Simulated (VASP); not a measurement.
Wanted: the native input for a VASP 6.6.1 run.

```
Task                   : single point
Functional             : PBEsol
Potentials or basis    : VASP PAW PBE potentials, release 64 (Zn)
Cutoff                 : 520 eV
k mesh                 : 24 × 24 × 10
Occupations            : gaussian, width 0.15 eV
Spin                   : no spin polarisation
Dipole correction      : no
Further INCAR settings : ALGO = Fast; EDIFF = 1e-07; NBANDS = 19
```

The structure of Zn lies in POSCAR:

```
Zn
1.0
    2.6647980532      0.0000000000      0.0000000000
   -1.3323990266      2.3077828100      0.0000000000
    0.0000000000      0.0000000000      4.9467000000
Zn
2
Direct
    0.3333333333      0.6666666667      0.2500000000
    0.6666666667      0.3333333333      0.7500000000
```

One way to write it, as run:

INCAR

```
  PREC = Accurate
  ENCUT = 520
  EDIFF = 1E-7
  ISMEAR = 0
  SIGMA = 0.15
  LREAL = F
  LASPH = T
  NELM = 100
  ALGO = Fast
  ISIF = 2
  LWAVE = F
  LCHARG = F
  GGA = PS
  NBANDS = 19
```

KPOINTS

```
regular mesh
0
Gamma
  24 24 10
```

Potentials or basis: VASP PAW PBE potentials, release 64 (Zn).

Launch:

```console
$ cat potpaw_PBE.64/Zn/POTCAR > POTCAR
$ mpirun -np 1 vasp_std > vasp.out
```

It gave:

The pressure is -5.1 GPa. The band gap on the k mesh is zero (band 12 reaches 4.36 eV, above the bottom of band 13 at -0.10 eV).

Caveat: the PAW data sets were made with another functional, which shifts forces and pressure a little.

Wall time 80 s on 1 thread of Intel(R) Xeon(R) 6975P-C (Granite Rapids), with other jobs on the host, peak memory 0.27 GiB.
